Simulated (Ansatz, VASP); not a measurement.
**One calculation of Sn, two programs**

File INCAR:

```
SYSTEM = Sn
PREC = Accurate
ENCUT = 520
EDIFF = 1E-6
ISMEAR = -1
SIGMA = 0.1
LREAL = .False.
LASPH = .True.
NELM = 60
ALGO = Normal
ISIF = 2
LWAVE = .False.
LCHARG = .True.
GGA = RE
LELF = .True.
LVHAR = .True.
NBANDS = 28
```

Contents of KPOINTS:

```
Automatic mesh
0
Gamma
  8 8 11
  0 0 0
```

Contents of POSCAR:

```
Sn
1.0
    5.5900007794      0.0000000000      0.0000000000
   -2.7950003897      4.8410826821      0.0000000000
    0.0000000000      0.0000000000      3.4107080411
Sn
3
Direct
    0.0000000000      0.0000000000      0.0000000000
    0.3333333333      0.6666666667      0.5000000000
    0.6666666667      0.3333333333      0.5000000000
```

Input for Ansatz:

```yaml
crystal:
  lattice:
    - [5.5900007794, 0.0, 0.0]
    - [-2.7950003897, 4.8410826821, 0.0]
    - [0.0, 0.0, 3.4107080411]
  atoms:
    - { symbol: Sn, position: [0.0, 0.0, 0.0] }
    - { symbol: Sn, position: [0.3333333333, 0.6666666667, 0.5] }
    - { symbol: Sn, position: [0.6666666667, 0.3333333333, 0.5] }
hamiltonian:
  xc: revpbe
  pseudopotentials:
    kind: paw
    azcp:
      Sn: "pseudopotentials/Sn.paw.azcp"
basis:
  ecutwfc: 420
  fft_grid_basis: typed
kpoints:
  mp_grid: { grid: [8, 8, 11], shift: [0, 0, 0] }
magnetization:
  spin_polarized: false
scf:
  occupations: { method: fermi_dirac, width: 0.1 }
  lower_state_search: "off"
output:
  stress: true
```

Alike in both runs: task single point; functional revPBE; k mesh 8 × 8 × 11; occupations fermi-dirac, width 0.1 eV; no spin polarisation.

```csv
,VASP,Ansatz
version,VASP 6.6.1,Ansatz 0.2.0
potentials or method,"VASP PAW PBE potentials, release 64 (Sn_d), cutoff 520 eV","plane waves (420 eV) with PAW, scalar-relativistic"
valence electrons in the cell,42,42
```

|  | VASP | Ansatz | Ansatz less VASP |
| --- | --- | --- | --- |
| pressure (GPa) | -2.6 | -2.5 | +0.04 |
| traceless stress, the component that is largest in VASP (GPa) | -1.08 | -1.08 | 0.000 |

VASP's potentials were made for PBE, not for revPBE.
